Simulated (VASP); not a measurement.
# LiH (Fm-3m) in VASP: notebook

Runs on LiH. Level: PBE. Tasks: single point.

All numbers are computed with VASP 6.6.1; they aren't measurements. Logs are shortened: lines on timing, memory, paths and dates and some standing lists are left out, and cuts for length are marked.

## 1. The cell of the first run

It takes space group Fm-3m (No. 225, cubic). Conventional cell: a = 3.997 Å, b = 3.997 Å, c = 3.997 Å, α = 90.00°, β = 90.00°, γ = 90.00°. Within 2.6 Å of Li (site symmetry m-3m) lie 6 H at 2.00 Å. Within 2.6 Å of H (site symmetry m-3m) lie 6 Li at 2.00 Å.

## 2. Single point, PBE

INCAR reads:

```
SYSTEM = LiH
  PREC = Accurate
  ENCUT = 520
  EDIFF = 1E-6
  ISMEAR = 0
  SIGMA = 0.01
  LREAL = .FALSE.
  LASPH = .TRUE.
  NELM = 100
  ALGO = Normal
  ISIF = 2
  LWAVE = .FALSE.
  LCHARG = .TRUE.
  GGA = PE
  LELF = .TRUE.
  LVHAR = .TRUE.
  NBANDS = 9
```

KPOINTS reads:

```
regular mesh
0
G
  4 4 4
  0 0 0
```

POSCAR reads:

```
LiH
1.0
    0.0000000000      1.9984726927      1.9984726927
    1.9984726927      0.0000000000      1.9984726927
    1.9984726927      1.9984726927      0.0000000000
Li H
1 1
Direct
    0.0000000000      0.0000000000      0.0000000000
    0.5000000000      0.5000000000      0.5000000000
```

Potentials or basis: VASP PAW PBE potentials, release 64 (Li_sv, H).

On the command line:

```
> cat potpaw_PBE.64/Li_sv/POTCAR potpaw_PBE.64/H/POTCAR > POTCAR
> mpirun -np 1 vasp_std > vasp.out
```

OUTCAR:

```text
SYSTEM = LiH
   PREC = Accurate
   ENCUT = 520
   EDIFF = 1E-6
   ISMEAR = 0
   LREAL = .FALSE.
   LASPH = .TRUE.
   NELM = 100
   ISIF = 2
   GGA = PE

 ion  position               nearest neighbor table
   1  0.000  0.000  0.000-
   2  0.500  0.500  0.500-

  LATTYP: Found a face centered cubic cell.
 ALAT       =     3.9969453854

  Lattice vectors:

 A1 = (   0.0000000000,   1.9984726927,   1.9984726927)
 A2 = (   1.9984726927,   0.0000000000,   1.9984726927)
 A3 = (   1.9984726927,   1.9984726927,   0.0000000000)

Analysis of symmetry for initial positions (statically):
=====================================================================
 Subroutine PRICEL returns:
 Original cell was already a primitive cell.

 Routine SETGRP: Setting up the symmetry group for a
 face centered cubic supercell.

 Subroutine GETGRP returns: Found 48 space group operations
 (whereof 48 operations were pure point group operations)
 out of a pool of 48 trial point group operations.

The static configuration has the point symmetry O_h .

Analysis of symmetry for dynamics (positions and initial velocities):
=====================================================================
 Subroutine PRICEL returns:
 Original cell was already a primitive cell.

 Routine SETGRP: Setting up the symmetry group for a
 face centered cubic supercell.

 Subroutine GETGRP returns: Found 48 space group operations
 (whereof 48 operations were pure point group operations)
 out of a pool of 48 trial point group operations.

The dynamic configuration has the point symmetry O_h .

 Subroutine INISYM returns: Found 48 space group operations
 (whereof 48 operations are pure point group operations),
 and found     1 'primitive' translations

----------------------------------------------------------------------------------------

                                     Primitive cell

  volume of cell :      15.9634

  direct lattice vectors                    reciprocal lattice vectors
     0.000000000  1.998472693  1.998472693    -0.250191059  0.250191059  0.250191059
     1.998472693  0.000000000  1.998472693     0.250191059 -0.250191059  0.250191059
     1.998472693  1.998472693  0.000000000     0.250191059  0.250191059 -0.250191059

  length of vectors
     2.826267186  2.826267186  2.826267186     0.433343626  0.433343626  0.433343626

  position of ions in fractional coordinates (direct lattice)
     0.000000000  0.000000000  0.000000000
     0.500000000  0.500000000  0.500000000

  ion indices of the primitive-cell ions
   primitive index   ion index
                 1           1
                 2           2

----------------------------------------------------------------------------------------

 KPOINTS: regular mesh

Automatic generation of k-mesh.
 Grid dimensions read from file:
 generate k-points for:    4    4    4

 Generating k-lattice:

  Cartesian coordinates                     Fractional coordinates (reciprocal lattice)
    -0.062547765  0.062547765  0.062547765     0.250000000  0.000000000  0.000000000
     0.062547765 -0.062547765  0.062547765     0.000000000  0.250000000  0.000000000
     0.062547765  0.062547765 -0.062547765     0.000000000  0.000000000  0.250000000

  Length of vectors
     0.108335907  0.108335907  0.108335907

  Shift w.r.t. Gamma in fractional coordinates (k-lattice)
     0.000000000  0.000000000  0.000000000

 Subroutine IBZKPT returns following result:
 ===========================================

 Found      8 irreducible k-points:

 Following reciprocal coordinates:
            Coordinates               Weight
  0.000000  0.000000  0.000000      1.000000
  0.250000  0.000000  0.000000      8.000000
  0.500000  0.000000  0.000000      4.000000
  0.250000  0.250000  0.000000      6.000000
  0.500000  0.250000  0.000000     24.000000
 -0.250000  0.250000  0.000000     12.000000
  0.500000  0.500000  0.000000      3.000000
 -0.250000  0.500000  0.250000      6.000000
   k-points           NKPTS =      8   k-points in BZ     NKDIM =      8   number of bands    NBANDS=      9
   number of dos      NEDOS =    301   number of ions     NIONS =      2
   total plane-waves  NPLWV =  13824
   dimension x,y,z NGX =    24 NGY =   24 NGZ =   24
   dimension x,y,z NGXF=    48 NGYF=   48 NGZF=   48
   ions per type =               1   1
   NGX,Y,Z   is equivalent  to a cutoff of  14.12, 14.12, 14.12 a.u.
   NGXF,Y,Z  is equivalent  to a cutoff of  28.23, 28.23, 28.23 a.u.
 SYSTEM =  LiH
   PREC   = accura    normal or accurate (medium, high low for compatibility)
   ISTART =      0    job   : 0-new  1-cont  2-samecut
   ICHARG =      2    charge: 1-file 2-atom 10-const
   ISPIN  =      1    spin polarized calculation?
   LNONCOLLINEAR =      F non collinear calculations
   LSORBIT =      F    spin-orbit coupling
   LASPH  =      T    aspherical Exc in radial PAW
   ENCUT  =  520.0 eV  38.22 Ry    6.18 a.u.   5.25  5.25  5.25*2*pi/ulx,y,z
   NELM   =    100;   NELMIN=  2; NELMDL= -5     # of ELM steps
   EDIFF  = 0.1E-05   stopping-criterion for ELM
   LREAL  =      F    real-space projection
   EDIFFG = 0.1E-04   stopping-criterion for IOM
   NSW    =      0    number of steps for IOM
   IBRION =     -1    ionic relax: 0-MD 1-quasi-New 2-CG
   NFREE  =      0    steps in history (QN), initial steepest desc. (CG)
   ISIF   =      2    stress and relaxation
   ISYM   =      2    0-nonsym 1-usesym 2-fastsym
   POTIM  = 0.5000    time-step for ionic-motion
   TEBEG  =    0.0;   TEEND  =   0.0 temperature during run
   PSTRESS=    0.0 pullay stress
   NELECT =       4.0000    total number of electrons
   NUPDOWN=      -1.0000    fix difference up-down
   EMIN   =  10.00;   EMAX   =-10.00  energy-range for DOS
   EFERMI =   0.00;   METHOD = LEGACY
   ISMEAR =     0;   SIGMA  =   0.01  broadening in eV -4-tet -1-fermi 0-gaus
   EFERMI_NEDOS =   21; number of points for ismear=-14 and -15
   IALGO  =     38    algorithm
   IMIX   =      4    mixing-type and parameters
     AMIX     =   0.40;   BMIX     =  1.00
     AMIX_MAG =   1.60;   BMIX_MAG =  1.00
  volume/ion in A,a.u.               =       7.98        53.86
  Fermi-wavevector in a.u.,A,eV,Ry     =   1.032096  1.950378 14.493217  1.065221
  Thomas-Fermi vector in A             =   2.166276
   LORBIT       =      0    0 simple, 1 ext, 2 COOP (PROOUT), +10 PAW based schemes
   GGA     = PE    functional components
   LHFCALC =     F    Hartree Fock is set to
   AEXX    =    0.0000 exact exchange contribution
   IVDW    =     0    specifies the selected vdW correction
   LEPSILON=     F    determine dielectric tensor
   LRPA    =     F    only Hartree local field effects (RPA)
 non-spin polarized calculation
 Gauss-broadening in eV      SIGMA  =   0.01
  energy-cutoff  :      520.00
  volume of cell :       15.96
 maximum number of plane-waves:       444
 NGX is ok and might be reduce to    24
   NGX = 11   NGY = 11   NGZ = 11

 number of electron       3.9999996 magnetization

 Free energy of the ion-electron system (eV)
  ---------------------------------------------------
  ext. energy  EPLUGINS =         0.00000000
  ---------------------------------------------------
  free energy    TOTEN  =        -6.11214080 eV

  energy without entropy =       -6.11214080  energy(sigma->0) =       -6.11214080

 E-fermi :   0.2655     XC(G=0):  -8.5325

 val. band max:        0.1509328606   @ k =   0.5000   0.5000   0.0000
 cond. band min:       3.1116899646   @ k =   0.5000   0.5000   0.0000
 fundamental gap:      2.9607571039
 Fermi energy:         0.2654511526

 k-point     1 :       0.0000    0.0000    0.0000
  band No.  band energies     occupation
      1     -44.1612      2.00000
      2      -5.3214      2.00000
      3      16.3624      0.00000
      4      18.1136      0.00000
      5      18.1136      0.00000
      6      18.1136      0.00000
      7      22.8511      0.00000
      8      22.8511      0.00000
      9      22.8511      0.00000

 k-point     2 :       0.2500    0.0000    0.0000
  band No.  band energies     occupation
      1     -44.1374      2.00000
      2      -4.2536      2.00000
      3       9.9146      0.00000
      4      15.2998      0.00000
      5      16.8575      0.00000
      6      16.8575      0.00000
      7      22.4040      0.00000
      8      22.4040      0.00000
      9      23.8532      0.00000

 k-point     3 :       0.5000    0.0000    0.0000
  band No.  band energies     occupation
      1     -44.1135      2.00000
      2      -2.5067      2.00000
      3       5.0817      0.00000
      4      13.8859      0.00000
      5      16.7147      0.00000
      6      16.7147      0.00000
      7      19.3037      0.00000
      8      19.3037      0.00000
      9      27.6045      0.00000

 k-point     4 :       0.2500    0.2500    0.0000
  band No.  band energies     occupation
      1     -44.1298      2.00000
      2      -3.7847      2.00000
      3      10.6343      0.00000
      4      13.2256      0.00000
      5      13.2256      0.00000
      6      16.5159      0.00000
      7      17.9728      0.00000
      8      26.9738      0.00000
      9      30.1398      0.00000

 k-point     5 :       0.5000    0.2500    0.0000
  band No.  band energies     occupation
      1     -44.1062      2.00000
      2      -1.6010      2.00000
      3       5.5993      0.00000
      4       9.1071      0.00000
      5      12.6915      0.00000
      6      16.5241      0.00000
      7      21.7847      0.00000
      8      26.6012      0.00000
      9      28.4486      0.00000

 k-point     6 :      -0.2500    0.2500    0.0000
  band No.  band energies     occupation
      1     -44.1138      2.00000
      2      -2.5488      2.00000
      3       7.7068      0.00000
      4       8.5004      0.00000
      5      15.4684      0.00000
      6      16.0560      0.00000
      7      23.4372      0.00000
      8      25.8075      0.00000
      9      27.3351      0.00000

 k-point     7 :       0.5000    0.5000    0.0000
  band No.  band energies     occupation
      1     -44.0991      2.00000
      2       0.1509      2.00000
      3       3.1117      0.00000
      4      10.9938      0.00000
      5      10.9938      0.00000
      6      14.1727      0.00000
      7      17.5350      0.00000
      8      35.1013      0.00000
      9      35.1013      0.00000

 k-point     8 :      -0.2500    0.5000    0.2500
  band No.  band energies     occupation
      1     -44.0985      2.00000
      2      -0.0847      2.00000
      3       5.4124      0.00000
      4       5.4124      0.00000
      5      12.0202      0.00000
      6      17.8753      0.00000
      7      24.3702      0.00000
      8      24.3702      0.00000
      9      28.3067      0.00000

------------------------ aborting loop because EDIFF is reached ----------------------------------------

  FORCE on cell =-STRESS in cart. coord.  units (eV):
  Direction    XX          YY          ZZ          XY          YZ          ZX
  --------------------------------------------------------------------------------------
  -------------------------------------------------------------------------------------
  Total        0.0370163      0.0370163      0.0370163      0.0000000     -0.0000000     -0.0000000
  in kB        3.7151744      3.7151744      3.7151744      0.0000000     -0.0000000     -0.0000000
  external PRESSURE =       3.7151744 kB  Pullay stress =       0.0000000 kB

 VOLUME and BASIS-vectors are now :
 -----------------------------------------------------------------------------
  energy-cutoff  :      520.00
  volume of cell :       15.96
      direct lattice vectors                 reciprocal lattice vectors
     0.000000000  1.998472693  1.998472693    -0.250191059  0.250191059  0.250191059
     1.998472693  0.000000000  1.998472693     0.250191059 -0.250191059  0.250191059
     1.998472693  1.998472693  0.000000000     0.250191059  0.250191059 -0.250191059

 POSITION                                       TOTAL-FORCE (eV/Angst)
 -----------------------------------------------------------------------------------
      0.00000      0.00000      0.00000        -0.000000      0.000000      0.000000
      1.99847      1.99847      1.99847         0.000000     -0.000000     -0.000000
 -----------------------------------------------------------------------------------
    total drift:                                0.000000     -0.000000     -0.000000

  FREE ENERGIE OF THE ION-ELECTRON SYSTEM (eV)
  ---------------------------------------------------
  free  energy   TOTEN  =        -6.1121408034 eV

  energy  without entropy=       -6.1121408034  energy(sigma->0) =       -6.11214080
```

Run time: 3 s. Hardware: 1 thread of Intel Xeon Platinum 8488C (Sapphire Rapids), shared host; peak memory 0.12 GiB.

Results:

| Item | Value |
| --- | --- |
| Free energy | -6.1121 eV |
| Band gap on the k mesh | 2.96 eV |

Caveat: the k points lie up to 0.68 Å⁻¹ apart; the cutoff is under 1.25 times the usual one of these potentials, so pressure, stress and relaxed cells hold a basis-set (Pulay) error.

[end of part 1 of 2]
